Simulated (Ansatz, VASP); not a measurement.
W in VASP and in Ansatz

```xyz
1
Lattice="-1.5772 1.5772 1.5772 1.5772 -1.5772 1.5772 1.5772 1.5772 -1.5772" Properties=species:S:1:pos:R:3 pbc="T T T"
W     0.0000    0.0000    0.0000
```

Alike in both runs: functional PBEsol; k mesh 18 × 18 × 18; occupations gaussian, width 0.1 eV; no spin polarisation.

Ansatz relaxed the structure, and its values are those at the end. VASP's run is a single point on that final structure, the one shown.

|  | VASP | Ansatz |
| --- | --- | --- |
| version | VASP 6.6.1 | Ansatz 0.2.0 |
| potentials or method | VASP PAW PBE potentials, release 64 (W_sv), cutoff 520 eV | scalar-relativistic, plane waves, PAW |
| valence electrons in the cell | 14 | 14 |

Ansatz gave:

* gap on the k mesh at the Fermi level (eV): none
* pressure (GPa): 0.0

Question: What did VASP give for the same quantities?

Answer: gap on the k mesh at the Fermi level (eV): none; pressure (GPa): 0.6.

VASP's potentials were made for PBE, not for PBEsol. A gap of «none» marks a metal or a gap that the smearing closes. With one functional, cell and mesh, what is left measures potentials, basis and numerics.

Spin-orbit coupling is off throughout.
